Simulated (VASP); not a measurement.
Set up this calculation in VASP 6.6.1, as the native input.

| Item | Value |
| --- | --- |
| Task | single point |
| Functional | r2SCAN |
| Potentials or basis | VASP PAW PBE potentials, release 64 (Al) |
| Cutoff | 520 eV |
| k mesh | 12 × 12 × 12 |
| Occupations | fermi-dirac, width 0.05 eV |
| Spin | no spin polarisation |
| Dipole correction | no |
| Further INCAR settings | ALGO = Normal; EDIFF = 1e-06; NBANDS = 8 |

Crystal: Al.

```xyz
1
Lattice="-1.6122 1.6122 1.6122 1.6122 -1.6122 1.6122 1.6122 1.6122 -1.6122" Properties=species:S:1:pos:R:3 pbc="T T T"
Al    0.0000    0.0000    0.0000
```

The input as run:

POSCAR

```
Al
1.0
   -1.6121581793      1.6121581793      1.6121581793
    1.6121581793     -1.6121581793      1.6121581793
    1.6121581793      1.6121581793     -1.6121581793
Al
1
Direct
    0.0000000000      0.0000000000      0.0000000000
```

INCAR.step1

```
SYSTEM = Al
PREC = Accurate
ENCUT = 520
ISMEAR = -1
SIGMA = 0.05
LREAL = .FALSE.
LASPH = .TRUE.
NELM = 80
NBANDS = 8
GGA = PE
ALGO = Normal
EDIFF = 1E-4
LWAVE = .TRUE.
LCHARG = .FALSE.
```

INCAR.step2

```
SYSTEM = Al
PREC = Accurate
ENCUT = 520
EDIFF = 1E-6
ISMEAR = -1
SIGMA = 0.05
LREAL = .FALSE.
LASPH = .TRUE.
NELM = 80
ALGO = Normal
ISIF = 2
LWAVE = .FALSE.
LCHARG = .FALSE.
METAGGA = R2SCAN
LMIXTAU = .TRUE.
NBANDS = 8
ISTART = 1
```

KPOINTS

```
regular mesh
0
G
  12 12 12
  0 0 0
```

Potentials or basis: VASP PAW PBE potentials, release 64 (Al).

The run is started by

```console
$ cat potpaw_PBE.64/Al/POTCAR > POTCAR
$ cp INCAR.step1 INCAR
$ mpirun -np 1 vasp_std > vasp.out
$ cp INCAR.step2 INCAR
$ mpirun -np 1 vasp_std > vasp.out
```

Results of the run:

```yaml
Pressure: -2.9 GPa
```

Caveat: the PAW data sets were made with another functional, which shifts forces and pressure a little.

It took 20 s on 1 thread of Intel Xeon 6975P-C (shared host), peak memory 0.14 GiB.
